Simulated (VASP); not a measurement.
# Ti (P6_3/mmc) in VASP: single point with PBE

Aim: the single point of Ti with PBE.

Everything below comes from runs of VASP 6.6.1. Logs are shortened: lines on timing, memory, paths and dates and some standing lists are left out, and cuts for length are marked.

## 1. The cell of the first run

Symmetry: P6_3/mmc, No. 194, hexagonal system. The conventional cell has a = 2.940 Å, b = 2.940 Å, c = 4.648 Å, α = 90.00°, β = 90.00°, γ = 120.00°. Within 3.8 Å of Ti (site symmetry -6m2) lie 12 Ti at 2.88 to 2.94 Å.

## 2. Single point, PBE

Contents of INCAR:

```
PREC = Accurate ; ENCUT = 520
EDIFF = 1E-6 ; ISMEAR = -1
SIGMA = 0.05 ; LREAL = F
LASPH = T ; NELM = 60
ALGO = Normal ; ISIF = 2
LWAVE = F ; LCHARG = F
GGA = PE ; NBANDS = 19
```

Contents of KPOINTS:

```
Automatic mesh
0
Gamma
  13 13 7
```

Contents of POSCAR:

```
Ti
1.0
    1.4699736196     -2.5460689949      0.0000000000
    1.4699736196      2.5460689950      0.0000000000
    0.0000000000      0.0000000000      4.6478695193
Ti
2
Direct
    0.6666666670      0.3333333330      0.2500000000
    0.3333333330      0.6666666670      0.7500000000
```

Potentials or basis: VASP PAW PBE potentials, release 64 (Ti_sv).

On the command line:

```bash
$ cat potpaw_PBE.64/Ti_sv/POTCAR > POTCAR
$ mpirun -np 1 vasp_std > vasp.out
```

OUTCAR:

```text
PREC = Accurate
   ENCUT = 520
   EDIFF = 1E-6
   ISMEAR = -1
   LREAL = F
   LASPH = T
   NELM = 60
   ISIF = 2
   GGA = PE

 ion  position               nearest neighbor table
   1  0.667  0.333  0.250-   2 2.88   2 2.88   2 2.88   2 2.88   2 2.88   2 2.88
   2  0.333  0.667  0.750-   1 2.88   1 2.88   1 2.88   1 2.88   1 2.88   1 2.88

  LATTYP: Found a hexagonal cell.
 ALAT       =     2.9399472392
 C/A-ratio  =     1.5809363710

  Lattice vectors:

 A1 = (   1.4699736196,  -2.5460689949,   0.0000000000)
 A2 = (   1.4699736196,   2.5460689950,   0.0000000000)
 A3 = (   0.0000000000,   0.0000000000,   4.6478695193)

Analysis of symmetry for initial positions (statically):
=====================================================================
 Subroutine PRICEL returns:
 Original cell was already a primitive cell.

 Routine SETGRP: Setting up the symmetry group for a
 hexagonal supercell.

 Subroutine GETGRP returns: Found 24 space group operations
 (whereof 12 operations were pure point group operations)
 out of a pool of 24 trial point group operations.

The static configuration has the point symmetry D_3d.
 The point group associated with its full space group is D_6h.

Analysis of symmetry for dynamics (positions and initial velocities):
=====================================================================
 Subroutine PRICEL returns:
 Original cell was already a primitive cell.

 Routine SETGRP: Setting up the symmetry group for a
 hexagonal supercell.

 Subroutine GETGRP returns: Found 24 space group operations
 (whereof 12 operations were pure point group operations)
 out of a pool of 24 trial point group operations.

The dynamic configuration has the point symmetry D_3d.
 The point group associated with its full space group is D_6h.

 Subroutine INISYM returns: Found 24 space group operations
 (whereof 12 operations are pure point group operations),
 and found     1 'primitive' translations

----------------------------------------------------------------------------------------

                                     Primitive cell

  volume of cell :      34.7907

  direct lattice vectors                    reciprocal lattice vectors
     1.469973620 -2.546068995  0.000000000     0.340142159 -0.196381167  0.000000000
     1.469973620  2.546068995  0.000000000     0.340142159  0.196381167  0.000000000
     0.000000000  0.000000000  4.647869519     0.000000000  0.000000000  0.215152339

  length of vectors
     2.939947239  2.939947239  4.647869519     0.392762334  0.392762334  0.215152339

  position of ions in fractional coordinates (direct lattice)
     0.666666667  0.333333333  0.250000000
     0.333333333  0.666666667  0.750000000

  ion indices of the primitive-cell ions
   primitive index   ion index
                 1           1
                 2           2

----------------------------------------------------------------------------------------

 KPOINTS: Automatic mesh

Automatic generation of k-mesh.
 Grid dimensions read from file:
 generate k-points for:   13   13    7

 Generating k-lattice:

  Cartesian coordinates                     Fractional coordinates (reciprocal lattice)
     0.026164781 -0.015106244  0.000000000     0.076923077  0.000000000  0.000000000
     0.026164781  0.015106244  0.000000000     0.000000000  0.076923077  0.000000000
     0.000000000  0.000000000  0.030736048     0.000000000  0.000000000  0.142857143

  Length of vectors
     0.030212487  0.030212487  0.030736048

  Shift w.r.t. Gamma in fractional coordinates (k-lattice)
     0.000000000  0.000000000  0.000000000

 Subroutine IBZKPT returns following result:
 ===========================================

 Found     84 irreducible k-points:

 Following reciprocal coordinates:
            Coordinates               Weight
  0.000000  0.000000  0.000000      1.000000
  0.076923  0.000000  0.000000      6.000000
  0.153846  0.000000  0.000000      6.000000
  0.230769  0.000000  0.000000      6.000000
  0.307692  0.000000  0.000000      6.000000
  0.384615  0.000000  0.000000      6.000000
[... 16 lines left out ...]
  0.076923  0.000000  0.142857     12.000000
  0.153846  0.000000  0.142857     12.000000
 [... further k-points ...]
   k-points           NKPTS =     84   k-points in BZ     NKDIM =     84   number of bands    NBANDS=     19
   number of dos      NEDOS =    301   number of ions     NIONS =      2
   total plane-waves  NPLWV =  20736
   dimension x,y,z NGX =    24 NGY =   24 NGZ =   36
   dimension x,y,z NGXF=    48 NGYF=   48 NGZF=   72
   ions per type =               2
   NGX,Y,Z   is equivalent  to a cutoff of  13.57, 13.57, 12.88 a.u.
   NGXF,Y,Z  is equivalent  to a cutoff of  27.14, 27.14, 25.75 a.u.
 SYSTEM =  unknown system
   PREC   = accura    normal or accurate (medium, high low for compatibility)
   ISTART =      0    job   : 0-new  1-cont  2-samecut
   ICHARG =      2    charge: 1-file 2-atom 10-const
   ISPIN  =      1    spin polarized calculation?
   LNONCOLLINEAR =      F non collinear calculations
   LSORBIT =      F    spin-orbit coupling
   LASPH  =      T    aspherical Exc in radial PAW
   ENCUT  =  520.0 eV  38.22 Ry    6.18 a.u.   5.47  5.47  8.64*2*pi/ulx,y,z
   NELM   =     60;   NELMIN=  2; NELMDL= -5     # of ELM steps
   EDIFF  = 0.1E-05   stopping-criterion for ELM
   LREAL  =      F    real-space projection
   EDIFFG = 0.1E-04   stopping-criterion for IOM
   NSW    =      0    number of steps for IOM
   IBRION =     -1    ionic relax: 0-MD 1-quasi-New 2-CG
   NFREE  =      0    steps in history (QN), initial steepest desc. (CG)
   ISIF   =      2    stress and relaxation
   ISYM   =      2    0-nonsym 1-usesym 2-fastsym
   POTIM  = 0.5000    time-step for ionic-motion
   TEBEG  =    0.0;   TEEND  =   0.0 temperature during run
   PSTRESS=    0.0 pullay stress
   NELECT =      24.0000    total number of electrons
   NUPDOWN=      -1.0000    fix difference up-down
   EMIN   =  10.00;   EMAX   =-10.00  energy-range for DOS
   EFERMI =   0.00;   METHOD = LEGACY
   ISMEAR =    -1;   SIGMA  =   0.05  broadening in eV -4-tet -1-fermi 0-gaus
   EFERMI_NEDOS =   21; number of points for ismear=-14 and -15
   IALGO  =     38    algorithm
   IMIX   =      4    mixing-type and parameters
     AMIX     =   0.40;   BMIX     =  1.00
     AMIX_MAG =   1.60;   BMIX_MAG =  1.00
  volume/ion in A,a.u.               =      17.40       117.39
  Fermi-wavevector in a.u.,A,eV,Ry     =   1.446519  2.733524 28.469050  2.092416
  Thomas-Fermi vector in A             =   2.564578
   LORBIT       =      0    0 simple, 1 ext, 2 COOP (PROOUT), +10 PAW based schemes
   GGA     = PE    functional components
   LHFCALC =     F    Hartree Fock is set to
   AEXX    =    0.0000 exact exchange contribution
   IVDW    =     0    specifies the selected vdW correction
   LEPSILON=     F    determine dielectric tensor
   LRPA    =     F    only Hartree local field effects (RPA)
 non-spin polarized calculation
  energy-cutoff  :      520.00
  volume of cell :       34.79
 maximum number of plane-waves:       965
 NGX is ok and might be reduce to    24
   NGX = 11   NGY = 11   NGZ = 17

 number of electron      24.0000002 magnetization

 Free energy of the ion-electron system (eV)
  ---------------------------------------------------
  ext. energy  EPLUGINS =         0.00000000
  ---------------------------------------------------
  free energy    TOTEN  =       -15.67990017 eV

  energy without entropy =      -15.66180300  energy(sigma->0) =      -15.67085158

 E-fermi :   8.3266     XC(G=0): -11.4901

 val. band max:        8.3212630657   @ k =   0.0000   0.0000   0.4286
 cond. band min:       8.3295391428   @ k =   0.0769   0.0769   0.4286
 fundamental gap:      0.0082760771
 Fermi energy:         8.3265507084

 k-point     1 :       0.0000    0.0000    0.0000
  band No.  band energies     occupation
      1     -48.5446      2.00000
      2     -48.4078      2.00000
      3     -25.1319      2.00000
      4     -24.4919      2.00000
      5     -24.4919      2.00000
      6     -24.4251      2.00000
[... 11 lines left out ...]
     18       9.9308      0.00000
     19      11.4636      0.00000

 k-point     2 :       0.0769    0.0000    0.0000
  band No.  band energies     occupation
      1     -48.5388      2.00000
      2     -48.4056      2.00000
      3     -25.1190      2.00000
      4     -24.5182      2.00000
      5     -24.5008      2.00000
      6     -24.4306      2.00000
[... 11 lines left out ...]
     18       9.8390      0.00000
     19      11.5129      0.00000

 k-point     3 :       0.1538    0.0000    0.0000
  band No.  band energies     occupation
      1     -48.5226      2.00000
      2     -48.3996      2.00000
      3     -25.0818      2.00000
      4     -24.5913      2.00000
      5     -24.5245      2.00000
      6     -24.4927      2.00000
[... 11 lines left out ...]
     18       9.9909      0.00000
     19      11.6213      0.00000

 k-point     4 :       0.2308    0.0000    0.0000
  band No.  band energies     occupation
      1     -48.4988      2.00000
      2     -48.3921      2.00000
      3     -25.0250      2.00000
      4     -24.6954      2.00000
      5     -24.5946      2.00000
      6     -24.5568      2.00000
[... 11 lines left out ...]
     18      10.4384      0.00000
     19      11.7298      0.00000

 k-point     5 :       0.3077    0.0000    0.0000
  band No.  band energies     occupation
      1     -48.4717      2.00000
      2     -48.3857      2.00000
      3     -24.9560      2.00000
      4     -24.8069      2.00000
      5     -24.6990      2.00000
      6     -24.5898      2.00000
[... 11 lines left out ...]
     18      10.9634      0.00000
     19      11.8108      0.00000
[... 334 lines left out ...]
      2     -48.3913      2.00000
      3     -24.8750      2.00000
      4     -24.7777      2.00000
      5     -24.7420      2.00000
      6     -24.7398      2.00000
[... 11 lines left out ...]
     18      11.6234      0.00000
     19      13.7830      0.00000

 k-point    22 :       0.0000    0.0000    0.1429
  band No.  band energies     occupation
      1     -48.5379      2.00000
      2     -48.4147      2.00000
      3     -25.0982      2.00000
      4     -24.4869      2.00000
      5     -24.4869      2.00000
      6     -24.4615      2.00000
[... 11 lines left out ...]
     18      10.1184      0.00000
     19      11.4730      0.00000

 k-point    23 :       0.0769    0.0000    0.1429
  band No.  band energies     occupation
      1     -48.5323      2.00000
      2     -48.4123      2.00000
      3     -25.0870      2.00000
      4     -24.5125      2.00000
      5     -24.4955      2.00000
      6     -24.4755      2.00000
[... 11 lines left out ...]
     18      10.0779      0.00000
     19      11.5129      0.00000

 k-point    24 :       0.1538    0.0000    0.1429
  band No.  band energies     occupation
      1     -48.5165      2.00000
      2     -48.4058      2.00000
      3     -25.0551      2.00000
      4     -24.5837      2.00000
      5     -24.5313      2.00000
      6     -24.5186      2.00000
[... 11 lines left out ...]
     18      10.1043      0.00000
     19      11.5997      0.00000

 [... further k-points ...]
[... 5 lines left out ...]
  --------------------------------------------------------------------------------------
  -------------------------------------------------------------------------------------
  Total       -0.0631397     -0.0631397     -0.0246404     -0.0000000      0.0000000      0.0000000
  in kB       -2.9077006     -2.9077006     -1.1347367     -0.0000000      0.0000000      0.0000000
  external PRESSURE =      -2.3167126 kB  Pullay stress =       0.0000000 kB

 VOLUME and BASIS-vectors are now :
 -----------------------------------------------------------------------------
  energy-cutoff  :      520.00
  volume of cell :       34.79
      direct lattice vectors                 reciprocal lattice vectors
     1.469973620 -2.546068995  0.000000000     0.340142159 -0.196381167  0.000000000
     1.469973620  2.546068995  0.000000000     0.340142159  0.196381167  0.000000000
     0.000000000  0.000000000  4.647869519     0.000000000  0.000000000  0.215152339

 POSITION                                       TOTAL-FORCE (eV/Angst)
 -----------------------------------------------------------------------------------
      1.46997     -0.84869      1.16197         0.000000     -0.000000      0.000000
      1.46997      0.84869      3.48590        -0.000000      0.000000      0.000000
 -----------------------------------------------------------------------------------
    total drift:                                0.000000      0.000001     -0.000000

  FREE ENERGIE OF THE ION-ELECTRON SYSTEM (eV)
  ---------------------------------------------------
  free  energy   TOTEN  =       -15.6799001702 eV

  energy  without entropy=      -15.6618029971  energy(sigma->0) =      -15.67085158
```

Wall time 46 s (1 thread of Intel Xeon Platinum 8259CL at 2.50GHz (Skylake/Cascade Lake), shared host); peak memory 0.18 GiB.

Results:

| Item | Value |
| --- | --- |
| Free energy | -15.6799 eV |
| Pressure | -0.2 GPa |
| Band gap on the k mesh | zero (band 12 reaches 9.09 eV, above the bottom of band 13 at 7.99 eV) |

Levels at points of the mesh, in eV from the Fermi level:
```
           k point  band 9  band 10  band 11  band 12  band 13  band 14  band 15  band 16
(0.00, 0.00, 0.00)   -6.21    -2.69     0.76     0.76     0.78     0.89     1.26     1.26
```
